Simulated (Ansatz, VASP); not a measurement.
# K: VASP beside Ansatz

POSCAR

```
K
1.0
    4.2814702693      0.0000000000      0.0000000000
    0.0000000000      4.2814702693      0.0000000000
    0.0000000000      0.0000000000      4.2814702693
K
1
Direct
    0.0000000000      0.0000000000      0.0000000000
```

Contents of INCAR.step1:

```
PREC = Accurate
ENCUT = 520
ISMEAR = 1
SIGMA = 0.1
LREAL = F
LASPH = T
NELM = 80
NBANDS = 10
GGA = PE
ALGO = Normal
EDIFF = 1E-4
LWAVE = T
LCHARG = F
```

INCAR.step2

```
PREC = Accurate
ENCUT = 520
EDIFF = 1E-6
ISMEAR = 1
SIGMA = 0.1
LREAL = F
LASPH = T
NELM = 80
ALGO = Normal
ISIF = 2
LWAVE = F
LCHARG = T
METAGGA = R2SCAN
LMIXTAU = T
LELF = T
LVHAR = T
NBANDS = 10
ISTART = 1
```

KPOINTS

```
regular mesh
0
Gamma
  6 6 6
```

Input for Ansatz:

```yaml
crystal:
  lattice:
    - [4.28147026927, 0.0, 0.0]
    - [0.0, 4.28147026927, 0.0]
    - [0.0, 0.0, 4.28147026927]
  atoms:
    - { symbol: K, position: [0.0, 0.0, 0.0] }
basis:
  ecutwfc: 600.0
kpoints:
  mp_grid:
    grid: [6, 6, 6]
hamiltonian:
  xc: r2scan
  pseudopotentials:
    kind: paw
scf:
  occupations:
    method: cold
output:
  stress: true
```

Alike in both runs: task single point; functional r2SCAN; k mesh 6 × 6 × 6; no spin polarisation.

|  | VASP | Ansatz |
| --- | --- | --- |
| version | VASP 6.6.1 | Ansatz 0.2.0 |
| potentials or method | VASP PAW PBE potentials, release 64 (K_sv), cutoff 520 eV | plane waves, PAW |
| occupations | methfessel-paxton of order 1, width 0.1 eV | cold |
| valence electrons in the cell | 9 | 9 |

|  | VASP | Ansatz | Ansatz less VASP |
| --- | --- | --- | --- |
| pressure (GPa) | 0.0 | 0.0 | +0.02 |

VASP's potentials were made for PBE, not for r2SCAN.
